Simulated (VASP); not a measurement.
# NiO: single point with PBE

**Measured values to compare with.**

“Local correlations, non-local screening, multiplets, and band formation in NiO”, 2012, arxiv:1210.6675 quotes, for a bulk crystal of NiO: band gap 4.3 eV.

Crystal: NiO.

```xyz
2
Lattice="0.0000 2.1082 2.1082 2.1082 0.0000 2.1082 2.1082 2.1082 0.0000" Properties=species:S:1:pos:R:3 pbc="T T T"
Ni    0.0000    0.0000    0.0000
O     2.1082    2.1082    2.1082
```

```json
{
 "Program": "VASP 6.6.1",
 "Task": "single point",
 "Functional": "PBE",
 "Potentials or basis": "VASP PAW PBE potentials, release 64 (Ni, O)",
 "Cutoff": "520 eV",
 "k mesh": "22 × 22 × 22",
 "Occupations": "gaussian, width 0.1 eV",
 "Spin": "collinear spin, ferromagnetic start",
 "Starting moments": "[1.64, 0.34] μB"
}
```

- Pressure: -0.5 GPa
- Net moment: 1.77 μB per cell
- Site moments: Ni +1.46; O +0.27 μB
- Valence electrons inside the program's atomic spheres: Ni 8.93; O 4.97

Levels at points of the mesh, in eV from the Fermi level:
Spin up:
| k point | band 7 | band 8 | band 9 | band 10 | band 11 | band 12 |
| --- | --- | --- | --- | --- | --- | --- |
| (0.00, 0.00, 0.00) | -2.59 | -2.59 | -2.59 | 1.39 | 17.77 | 18.72 |
| (0.50, 0.00, 0.00) | -1.42 | 0.23 | 0.23 | 5.55 | 9.70 | 13.83 |
| (0.50, 0.50, 0.00) | -2.28 | -1.65 | -1.65 | 5.96 | 10.40 | 12.11 |
Spin down:
| k point | band 3 | band 4 | band 5 | band 6 | band 7 | band 8 | band 9 | band 10 | band 11 | band 12 |
| --- | --- | --- | --- | --- | --- | --- | --- | --- | --- | --- |
| (0.00, 0.00, 0.00) | -2.35 | -2.35 | -1.77 | -1.77 | -1.77 | -0.54 | -0.54 | 1.74 | 17.71 | 18.93 |
| (0.50, 0.00, 0.00) | -4.59 | -4.59 | -0.92 | -0.92 | -0.56 | 2.17 | 2.17 | 5.72 | 10.23 | 14.12 |
| (0.50, 0.50, 0.00) | -3.67 | -3.67 | -2.69 | -0.74 | -0.74 | -0.13 | 0.35 | 6.41 | 10.75 | 12.37 |

Wall time 5.6 min on 1 thread of Intel Xeon 8259CL (shared host), peak memory 0.3 GiB.

Against the measured gap of NiO, 4.3 eV (quoted in “Local correlations, non-local screening, multiplets, and band formation in NiO”, 2012, arxiv:1210.6675), the calculated 0.00 eV is off by -4.30 eV. So large a miss can be the level of theory's own, or it may mean another phase, state or a wrong row. The value is that of PBE on a finite k mesh, which can miss the band edges, without temperature or zero-point motion. Semilocal functionals fall short of measured gaps as a rule. The run's magnetic order (collinear spin, ferromagnetic start) needn't be the measured crystal's.

Caveat: a cell with one magnetic atom can't hold antiferromagnetic order, which such compounds often take; semilocal functionals often make such compounds metallic where correlation or magnetic order opens a gap, which also shifts bond lengths.
